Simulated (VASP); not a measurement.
Here is a VASP 6.6.1 calculation.

The input INCAR:

```
SYSTEM = Al2Cu
  PREC = Accurate
  ENCUT = 520
  EDIFF = 1E-6
  ISMEAR = 0
  SIGMA = 0.1
  LREAL = .False.
  LASPH = .True.
  NELM = 80
  ALGO = Fast
  ISIF = 2
  LWAVE = .False.
  LCHARG = .True.
  GGA = PS
  LELF = .True.
  LVHAR = .True.
  NBANDS = 26
```

KPOINTS

```
Automatic mesh
0
Gamma
  10 10 10
  0 0 0
```

File POSCAR:

```
Al2Cu
1.0
   -2.9965506906      2.9965506906      2.4139243088
    2.9965506906     -2.9965506906      2.4139243088
    2.9965506906      2.9965506906     -2.4139243088
Al Cu
4 2
Direct
    0.1593199575      0.6593199575      0.8186399149
    0.6593199575      0.8406800425      0.5000000000
    0.8406800425      0.3406800425      0.1813600851
    0.3406800425      0.1593199575      0.5000000000
    0.7500000000      0.7500000000      0.0000000000
    0.2500000000      0.2500000000      0.0000000000
```

Potentials or basis: VASP PAW PBE potentials, release 64 (Al, Cu).

Command:

```bash
$ cat potpaw_PBE.64/Al/POTCAR potpaw_PBE.64/Cu/POTCAR > POTCAR
$ mpirun -np 1 vasp_std > vasp.out
```

Q: Estimate the band gap on the k mesh.

A: Zero (band 17 reaches 10.84 eV, above the bottom of band 18 at 6.43 eV).

Q: What does it give for the pressure?

A: 0.3 GPa.

Caveat: the PAW data sets were made with another functional, which shifts forces and pressure a little.
